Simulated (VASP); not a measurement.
A run of VASP 6.6.1 is set up as follows.

INCAR

```
SYSTEM = Ca3As2
ALGO = Normal ; EDIFF = 1E-6
ENCUT = 520 ; GGA = PE
ISIF = 2 ; ISMEAR = 0
LASPH = .TRUE. ; LCHARG = .FALSE.
LREAL = .FALSE. ; LWAVE = .FALSE.
NBANDS = 28 ; NELM = 100
PREC = Accurate ; SIGMA = 0.1
```

The input KPOINTS:

```
k-points
0
G
  6 6 2
  0 0 0
```

Contents of POSCAR:

```
Ca3As2
1.0
    5.2182421200      0.0000000000      0.0000000000
   -2.6091210600      4.5191302400      0.0000000000
    0.0000000000      0.0000000000      8.0273760100
Ca As
3 2
Direct
    0.5000000000      0.0000000000      0.0000000000
    0.0000000000      0.5000000000      0.0000000000
    0.5000000000      0.5000000000      0.0000000000
    0.0000000000      0.0000000000      0.1807863200
    0.0000000000      0.0000000000      0.8192136800
```

Potentials or basis: VASP PAW PBE potentials, release 64 (Ca_sv, As).

Run with:

```bash
$ cat potpaw_PBE.64/Ca_sv/POTCAR potpaw_PBE.64/As/POTCAR > POTCAR
$ mpirun -np 1 vasp_std > vasp.out
```

Predict the band gap on the k mesh.

zero (bands 20 and 21 overlap by 1.28 eV).

Estimate the pressure.

7.6 GPa.

What does it give for the largest force?

1.117 eV/Å.

Stress tensor (GPa, compression positive):
```
12.84  0.00  0.00
 0.00 12.84  0.00
 0.00  0.00 -2.79
```

Caveat: the k points lie up to 0.39 Å⁻¹ apart, too coarse for converged energies and pressures of a metal; forces of over 1 eV/Å act on the atoms, so gaps and moduli don't describe the material at rest.
